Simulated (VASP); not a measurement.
# Au (P6_3/mmc) in VASP: further runs

Au is run at these levels: PBEsol; tasks: single point, relaxation of shape and atoms at fixed volume, relaxation of cell and atoms.

All numbers are computed with VASP 6.6.1; they aren't measurements. Logs are shortened: lines on timing, memory, paths and dates and some standing lists are left out, and cuts for length are marked.

### 1 The cell of the first run

The structure is hexagonal, space group P6_3/mmc (No. 194). Conventional cell: a = 2.846 Å, b = 2.846 Å, c = 4.762 Å, α = 90.00°, β = 90.00°, γ = 120.00°. Within 3.7 Å of Au (site symmetry -6m2) lie 12 Au at 2.85 to 2.89 Å.

This isn't the form of Au at room conditions, which is fcc.

### 2 Single point, PBEsol (16.70 Å³/atom)

Input file INCAR:

```
SYSTEM = Au
ALGO = Normal ; EDIFF = 1E-6
ENCUT = 500 ; GGA = PS
GGA_COMPAT = .FALSE. ; ISIF = 2
ISMEAR = -1 ; LASPH = .TRUE.
LCHARG = .FALSE. ; LREAL = .FALSE.
LWAVE = .FALSE. ; NBANDS = 18
NELM = 120 ; PREC = Accurate
SIGMA = 0.15
```

Input file KPOINTS:

```
k-points
0
G
  18 18 10
  0 0 0
```

Input file POSCAR:

```
Au
1.0
    2.8456138871      0.0000000000      0.0000000000
   -1.4228069436      2.4643739156      0.0000000000
    0.0000000000      0.0000000000      4.7617520804
Au
2
Direct
    0.3333333333      0.6666666667      0.7500000000
    0.6666666667      0.3333333333      0.2500000000
```

Potentials or basis: VASP PAW PBE potentials, release 64 (Au).

Run with:

```bash
> cat potpaw_PBE.64/Au/POTCAR > POTCAR
> mpirun -np 1 vasp_std > vasp.out
```

OUTCAR:

```text
SYSTEM = Au
   EDIFF = 1E-6
   ENCUT = 500
   GGA = PS
   ISIF = 2
   ISMEAR = -1
   LASPH = .TRUE.
   LREAL = .FALSE.
   NELM = 120
   PREC = Accurate

 ion  position               nearest neighbor table
   1  0.333  0.667  0.750-   2 2.89   2 2.89   2 2.89   2 2.89   2 2.89   2 2.89
   2  0.667  0.333  0.250-   1 2.89   1 2.89   1 2.89   1 2.89   1 2.89   1 2.89

  LATTYP: Found a hexagonal cell.
 ALAT       =     2.8456138871
 C/A-ratio  =     1.6733654914

  Lattice vectors:

 A1 = (   2.8456138871,   0.0000000000,   0.0000000000)
 A2 = (  -1.4228069436,   2.4643739156,   0.0000000000)
 A3 = (   0.0000000000,   0.0000000000,   4.7617520804)

Analysis of symmetry for initial positions (statically):
=====================================================================
 Subroutine PRICEL returns:
 Original cell was already a primitive cell.

 Routine SETGRP: Setting up the symmetry group for a
 hexagonal supercell.

 Subroutine GETGRP returns: Found 24 space group operations
 (whereof 12 operations were pure point group operations)
 out of a pool of 24 trial point group operations.

The static configuration has the point symmetry D_3d.
 The point group associated with its full space group is D_6h.

Analysis of symmetry for dynamics (positions and initial velocities):
=====================================================================
 Subroutine PRICEL returns:
 Original cell was already a primitive cell.

 Routine SETGRP: Setting up the symmetry group for a
 hexagonal supercell.

 Subroutine GETGRP returns: Found 24 space group operations
 (whereof 12 operations were pure point group operations)
 out of a pool of 24 trial point group operations.

The dynamic configuration has the point symmetry D_3d.
 The point group associated with its full space group is D_6h.

 Subroutine INISYM returns: Found 24 space group operations
 (whereof 12 operations are pure point group operations),
 and found     1 'primitive' translations

----------------------------------------------------------------------------------------

                                     Primitive cell

  volume of cell :      33.3925

  direct lattice vectors                    reciprocal lattice vectors
     2.845613887  0.000000000  0.000000000     0.351418021  0.202891289  0.000000000
    -1.422806944  2.464373916  0.000000000     0.000000000  0.405782578  0.000000000
     0.000000000  0.000000000  4.761752080     0.000000000  0.000000000  0.210006733

  length of vectors
     2.845613887  2.845613887  4.761752080     0.405782578  0.405782578  0.210006733

  position of ions in fractional coordinates (direct lattice)
     0.333333333  0.666666667  0.750000000
     0.666666667  0.333333333  0.250000000

  ion indices of the primitive-cell ions
   primitive index   ion index
                 1           1
                 2           2

----------------------------------------------------------------------------------------

 KPOINTS: k-points

Automatic generation of k-mesh.
 Grid dimensions read from file:
 generate k-points for:   18   18   10

 Generating k-lattice:

  Cartesian coordinates                     Fractional coordinates (reciprocal lattice)
     0.019523223  0.011271738  0.000000000     0.055555556  0.000000000  0.000000000
     0.000000000  0.022543477  0.000000000     0.000000000  0.055555556  0.000000000
     0.000000000  0.000000000  0.021000673     0.000000000  0.000000000  0.100000000

  Length of vectors
     0.022543477  0.022543477  0.021000673

  Shift w.r.t. Gamma in fractional coordinates (k-lattice)
     0.000000000  0.000000000  0.000000000

 Subroutine IBZKPT returns following result:
 ===========================================

 Found    222 irreducible k-points:

 Following reciprocal coordinates:
            Coordinates               Weight
  0.000000  0.000000  0.000000      1.000000
  0.055556  0.000000  0.000000      6.000000
  0.111111  0.000000  0.000000      6.000000
  0.166667 -0.000000  0.000000      6.000000
  0.222222  0.000000  0.000000      6.000000
  0.277778  0.000000  0.000000      6.000000
[... 16 lines left out ...]
  0.333333  0.111111  0.000000     12.000000
  0.388889  0.111111  0.000000     12.000000
 [... further k-points ...]
   k-points           NKPTS =    222   k-points in BZ     NKDIM =    222   number of bands    NBANDS=     18
   number of dos      NEDOS =    301   number of ions     NIONS =      2
   total plane-waves  NPLWV =  20736
   dimension x,y,z NGX =    24 NGY =   24 NGZ =   36
   dimension x,y,z NGXF=    48 NGYF=   48 NGZF=   72
   ions per type =               2
   NGX,Y,Z   is equivalent  to a cutoff of  14.02, 14.02, 12.57 a.u.
   NGXF,Y,Z  is equivalent  to a cutoff of  28.04, 28.04, 25.14 a.u.
 SYSTEM =  Au
   PREC   = accura    normal or accurate (medium, high low for compatibility)
   ISTART =      0    job   : 0-new  1-cont  2-samecut
   ICHARG =      2    charge: 1-file 2-atom 10-const
   ISPIN  =      1    spin polarized calculation?
   LNONCOLLINEAR =      F non collinear calculations
   LSORBIT =      F    spin-orbit coupling
   LASPH  =      T    aspherical Exc in radial PAW
   ENCUT  =  500.0 eV  36.75 Ry    6.06 a.u.   5.19  5.19  8.68*2*pi/ulx,y,z
   NELM   =    120;   NELMIN=  2; NELMDL= -5     # of ELM steps
   EDIFF  = 0.1E-05   stopping-criterion for ELM
   LREAL  =      F    real-space projection
   EDIFFG = 0.1E-04   stopping-criterion for IOM
   NSW    =      0    number of steps for IOM
   IBRION =     -1    ionic relax: 0-MD 1-quasi-New 2-CG
   NFREE  =      0    steps in history (QN), initial steepest desc. (CG)
   ISIF   =      2    stress and relaxation
   ISYM   =      2    0-nonsym 1-usesym 2-fastsym
   POTIM  = 0.5000    time-step for ionic-motion
   TEBEG  =    0.0;   TEEND  =   0.0 temperature during run
   PSTRESS=    0.0 pullay stress
   NELECT =      22.0000    total number of electrons
   NUPDOWN=      -1.0000    fix difference up-down
   EMIN   =  10.00;   EMAX   =-10.00  energy-range for DOS
   EFERMI =   0.00;   METHOD = LEGACY
   ISMEAR =    -1;   SIGMA  =   0.15  broadening in eV -4-tet -1-fermi 0-gaus
   EFERMI_NEDOS =   21; number of points for ismear=-14 and -15
   IALGO  =     38    algorithm
   IMIX   =      4    mixing-type and parameters
     AMIX     =   0.40;   BMIX     =  1.00
     AMIX_MAG =   1.60;   BMIX_MAG =  1.00
  volume/ion in A,a.u.               =      16.70       112.67
  Fermi-wavevector in a.u.,A,eV,Ry     =   1.424511  2.691936 27.609389  2.029233
  Thomas-Fermi vector in A             =   2.544995
   LORBIT       =      0    0 simple, 1 ext, 2 COOP (PROOUT), +10 PAW based schemes
   GGA     = PS    functional components
   LHFCALC =     F    Hartree Fock is set to
   AEXX    =    0.0000 exact exchange contribution
   IVDW    =     0    specifies the selected vdW correction
   LEPSILON=     F    determine dielectric tensor
   LRPA    =     F    only Hartree local field effects (RPA)
 non-spin polarized calculation
  energy-cutoff  :      500.00
  volume of cell :       33.39
 maximum number of plane-waves:       869
 NGX is ok and might be reduce to    24
   NGX = 11   NGY = 11   NGZ = 17

 number of electron      22.0000000 magnetization

 Free energy of the ion-electron system (eV)
  ---------------------------------------------------
  ext. energy  EPLUGINS =         0.00000000
  ---------------------------------------------------
  free energy    TOTEN  =        -7.84780546 eV

  energy without entropy =       -7.80099552  energy(sigma->0) =       -7.82440049

 E-fermi :   9.5898     XC(G=0): -13.0066

 val. band max:        9.5698721144   @ k =   0.3333   0.1667   0.2000
 cond. band min:       9.5998128513   @ k =   0.2778   0.2222   0.2000
 fundamental gap:      0.0299407368
 Fermi energy:         9.5898285071

 k-point     1 :       0.0000    0.0000    0.0000
  band No.  band energies     occupation
      1      -0.5183      2.00000
      2       2.0164      2.00000
      3       4.6625      2.00000
      4       4.9349      2.00000
      5       4.9349      2.00000
      6       5.2665      2.00000
[... 10 lines left out ...]
     17      28.2624      0.00000
     18      28.2624      0.00000

 k-point     2 :       0.0556    0.0000    0.0000
  band No.  band energies     occupation
      1      -0.4183      2.00000
      2       2.1003      2.00000
      3       4.6204      2.00000
      4       4.9687      2.00000
      5       5.0031      2.00000
      6       5.2287      2.00000
[... 10 lines left out ...]
     17      27.6967      0.00000
     18      27.7231      0.00000

 k-point     3 :       0.1111    0.0000    0.0000
  band No.  band energies     occupation
      1      -0.1246      2.00000
      2       2.3363      2.00000
      3       4.4984      2.00000
      4       5.0376      2.00000
      5       5.1766      2.00000
      6       5.2036      2.00000
[... 10 lines left out ...]
     17      26.5378      0.00000
     18      27.6363      0.00000

 k-point     4 :       0.1667   -0.0000    0.0000
  band No.  band energies     occupation
      1       0.3409      2.00000
      2       2.6641      2.00000
      3       4.3552      2.00000
      4       4.9263      2.00000
      5       5.0898      2.00000
      6       5.3733      2.00000
[... 375 lines left out ...]
      4       4.4552      2.00000
      5       4.9010      2.00000
      6       5.0252      2.00000
[... 10 lines left out ...]
     17      23.5942      0.00000
     18      25.3897      0.00000

 k-point    23 :       0.3333    0.1111    0.0000
  band No.  band energies     occupation
      1       2.6877      2.00000
      2       2.9685      2.00000
      3       3.3581      2.00000
      4       4.8415      2.00000
      5       4.8474      2.00000
      6       5.2790      2.00000
[... 10 lines left out ...]
     17      22.7009      0.00000
     18      24.7184      0.00000

 k-point    24 :       0.3889    0.1111    0.0000
  band No.  band energies     occupation
      1       2.8047      2.00000
      2       2.8661      2.00000
      3       3.1986      2.00000
      4       4.8412      2.00000
      5       5.1505      2.00000
      6       5.2230      2.00000
[... 10 lines left out ...]
     17      21.9130      0.00000
     18      24.3132      0.00000

 [... further k-points ...]
[... 5 lines left out ...]
  --------------------------------------------------------------------------------------
  -------------------------------------------------------------------------------------
  Total        0.7071316      0.7071316      0.7016351     -0.0000000     -0.0000000      0.0000000
  in kB       33.9282487     33.9282487     33.6645284     -0.0000000     -0.0000000      0.0000000
  external PRESSURE =      33.8403419 kB  Pullay stress =       0.0000000 kB

 VOLUME and BASIS-vectors are now :
 -----------------------------------------------------------------------------
  energy-cutoff  :      500.00
  volume of cell :       33.39
      direct lattice vectors                 reciprocal lattice vectors
     2.845613887  0.000000000  0.000000000     0.351418021  0.202891289  0.000000000
    -1.422806944  2.464373916  0.000000000     0.000000000  0.405782578  0.000000000
     0.000000000  0.000000000  4.761752080     0.000000000  0.000000000  0.210006733

 POSITION                                       TOTAL-FORCE (eV/Angst)
 -----------------------------------------------------------------------------------
     -0.00000      1.64292      3.57131         0.000000      0.000000      0.000000
      1.42281      0.82146      1.19044        -0.000000     -0.000000      0.000000
 -----------------------------------------------------------------------------------
    total drift:                               -0.000000      0.000000     -0.000000

  FREE ENERGIE OF THE ION-ELECTRON SYSTEM (eV)
  ---------------------------------------------------
  free  energy   TOTEN  =        -7.8478054632 eV

  energy  without entropy=       -7.8009955199  energy(sigma->0) =       -7.82440049
```

Run time: 98 s. Hardware: 1 thread of Intel Xeon 8259CL, shared host; peak memory 0.23 GiB.

Results:

```yaml
Free_energy: -7.8478 eV
Pressure: 3.4 GPa
Band_gap_on_the_k_mesh: zero (bands 11 and 12 overlap by 7.07 eV)
```

Caveat: the cell stands under pressure; the PAW data sets were made with another functional, which shifts forces and pressure a little; spin-orbit coupling is left out, which moves the levels of the heavy elements.

### 3 Relaxation of shape and atoms at fixed volume, PBEsol (16.70 Å³/atom)

Input file INCAR:

```
ALGO = Normal
EDIFF = 1E-7
EDIFFG = -0.001
ENCUT = 500
GGA = PS
GGA_COMPAT = False
IBRION = 2
ISIF = 4
ISMEAR = -1
LASPH = True
LCHARG = False
LREAL = False
LWAVE = False
NELM = 120
NELMIN = 4
NSW = 80
PREC = Accurate
SIGMA = 0.15
```

Input file KPOINTS:

```
k-points
0
Gamma
  18 18 10
```

Input file POSCAR:

```
Au
1.0
    2.8440763504      0.0000000000      0.0000000000
   -1.4220381752      2.4630423697      0.0000000000
    0.0000000000      0.0000000000      4.7669019758
Au
2
Direct
    0.3333333333      0.6666666667      0.7500000000
    0.6666666667      0.3333333333      0.2500000000
```

Potentials or basis: VASP PAW PBE potentials, release 64 (Au).

Run with:

```bash
> cat potpaw_PBE.64/Au/POTCAR > POTCAR
> mpirun -np 1 vasp_std > vasp.out
```

It took 3.3 min on 1 thread of Intel Xeon 8259CL, shared host; peak memory 0.23 GiB.

The run converged. Its results:

```
Free energy               : -7.8478 eV
Energy gained by relaxing : 0.0 meV/atom
Ionic steps               : 3
Pressure after relaxing   : 3.4 GPa
Band gap on the k mesh    : zero (bands 11 and 12 overlap by 7.07 eV)
```

Final structure:
```
Au
1.0
     2.84588    0.00000    0.00000
    -1.42294    2.46460    0.00000
     0.00000    0.00000    4.76086
Au
2
Cartesian
  0.0000 1.6431 3.5706
  1.4229 0.8215 1.1902
```

Levels at points of the mesh, in eV from the Fermi level:
```tsv
k point	band 8	band 9	band 10	band 11	band 12	band 13	band 14	band 15
(0.00, 0.00, 0.00)	-3.62	-3.62	-2.17	-2.17	-1.26	2.85	14.54	15.79
(0.50, 0.00, 0.00)	-1.91	-1.85	-1.66	0.37	1.63	5.83	7.38	7.54
(0.00, 0.00, 0.50)	-4.70	-2.65	-2.65	-2.65	-2.65	10.85	10.85	14.87
(0.50, 0.00, 0.50)	-2.44	-1.74	-1.74	0.39	0.39	4.09	4.09	13.36
```

Caveat: the PAW data sets were made with another functional, which shifts forces and pressure a little; spin-orbit coupling is left out, which moves the levels of the heavy elements.

### 4 Relaxation of cell and atoms, PBEsol

This run uses another cell than the first one, of 17.03 Å³/atom.

Input file INCAR:

```
SYSTEM = Au
  PREC = Accurate
  ENCUT = 500
  EDIFF = 1E-7
  ISMEAR = -1
  SIGMA = 0.15
  LREAL = .False.
  LASPH = .True.
  NELM = 120
  ALGO = Normal
  ISIF = 3
  LWAVE = .False.
  LCHARG = .False.
  GGA = PS
  IBRION = 2
  NSW = 80
  EDIFFG = -0.001
  GGA_COMPAT = .False.
  NELMIN = 4
```

Input file KPOINTS:

```
regular mesh
0
Gamma
  18 18 10
  0 0 0
```

Input file POSCAR:

```
Au
1.0
    2.8651901162      0.0000000000      0.0000000000
   -1.4325950581      2.4813274273      0.0000000000
    0.0000000000      0.0000000000      4.7905780240
Au
2
Direct
    0.3333333333      0.6666666667      0.7500000000
    0.6666666667      0.3333333333      0.2500000000
```

Run with:

```bash
> cat potpaw_PBE.64/Au/POTCAR > POTCAR
> mpirun -np 1 vasp_std > vasp.out
```

Run time: 9.9 min. Hardware: 1 thread of Intel Xeon 8259CL, shared host; peak memory 0.24 GiB.

Results (log left out):

| Item | Value |
| --- | --- |
| Free energy | -7.8548 eV |
| Relaxed volume | 17.01 Å³/atom |
| Relaxed cell | a = 2.862 Å, b = 2.862 Å, c = 4.795 Å, α = 90.00°, β = 90.00°, γ = 120.00° |
| Space group after relaxing (to 0.1 Å) | P6_3/mmc (No. 194) |
| Energy gained by relaxing | 0.0 meV/atom |
| Ionic steps | 11 |
| Pressure after relaxing | 0.0 GPa |
| Band gap on the k mesh | zero (bands 11 and 12 overlap by 6.93 eV) |

Final structure:
```
Au
1.0
     2.86208    0.00000    0.00000
    -1.43104    2.47863    0.00000
     0.00000    0.00000    4.79545
Au
2
Direct
  0.33333 0.66667 0.75000
  0.66667 0.33333 0.25000
```

Levels at points of the mesh, in eV from the Fermi level:
| k point | band 7 | band 8 | band 9 | band 10 | band 11 | band 12 | band 13 | band 14 | band 15 |
| --- | --- | --- | --- | --- | --- | --- | --- | --- | --- |
| (0.00, 0.00, 0.00) | -4.24 | -3.54 | -3.54 | -2.15 | -2.15 | -1.18 | 2.73 | 14.57 | 15.76 |
| (0.50, 0.00, 0.00) | -3.73 | -1.90 | -1.84 | -1.65 | 0.37 | 1.59 | 5.76 | 7.30 | 7.39 |
| (0.00, 0.00, 0.50) | -4.59 | -4.59 | -2.61 | -2.61 | -2.61 | -2.61 | 10.69 | 10.69 | 14.88 |
| (0.50, 0.00, 0.50) | -2.40 | -2.40 | -1.72 | -1.72 | 0.43 | 0.43 | 3.99 | 3.99 | 13.26 |

Caveat: the PAW data sets were made with another functional, which shifts forces and pressure a little; spin-orbit coupling is left out, which moves the levels of the heavy elements.

(Part 1 of 2 ends here.)
